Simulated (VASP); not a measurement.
Runs of VASP 6.6.1 on Re. The structure is that of space group Pm-3m (No. 221), or close to it. The cells are those of the table. 

| task | potentials or basis | cell | cutoff (eV) | second run | gap on the mesh (eV) | pressure (GPa) |
| --- | --- | --- | --- | --- | --- | --- |
| relaxation of cell and atoms | VASP PAW PBE potentials, release 64 (Re) | relaxed to 30 GPa from a = 2.530 Å, 1 atom | 600 | - | none | 30.0 |
| single point | VASP PAW PBE potentials, release 64 (Re) | a = 2.541 Å, 1 atom | 520 | - | none | 9.1 |
| relaxation of cell and atoms | VASP PAW PBE potentials, release 64 (Re) | relaxed to 20 GPa from a = 2.530 Å, 1 atom | 600 | - | none | 19.8 |
| relaxation of cell and atoms | VASP PAW PBE potentials, release 64 (Re_sv_GW) | relaxed from a = 2.530 Å, 1 atom | 550 | valence_matched | none | 0.0 |
| single point | VASP PAW PBE potentials, release 64 (Re_sv_GW) | a = 2.571 Å, 1 atom | 550 | valence_matched | none | (a) |

Alike in all rows: level r2SCAN; no spin polarisation; k mesh 7 × 7 × 7; smearing fermi-dirac 0.05 eV.

**Question.** Estimate the missing entries.

**Answer.** (a) -1.7.

Caveats: the PAW data sets were made with another functional, which shifts forces and pressure a little; spin-orbit coupling is left out, which moves the levels of the heavy elements; the cell is relaxed towards a set pressure, so the enthalpy falls and the energy may rise (some runs).

A k mesh can miss the band edges, and the runs leave out spin-orbit coupling on Re.

A gap of «none» marks levels without a gap at the run's occupations.

The runs don't all hold the same shells in valence.
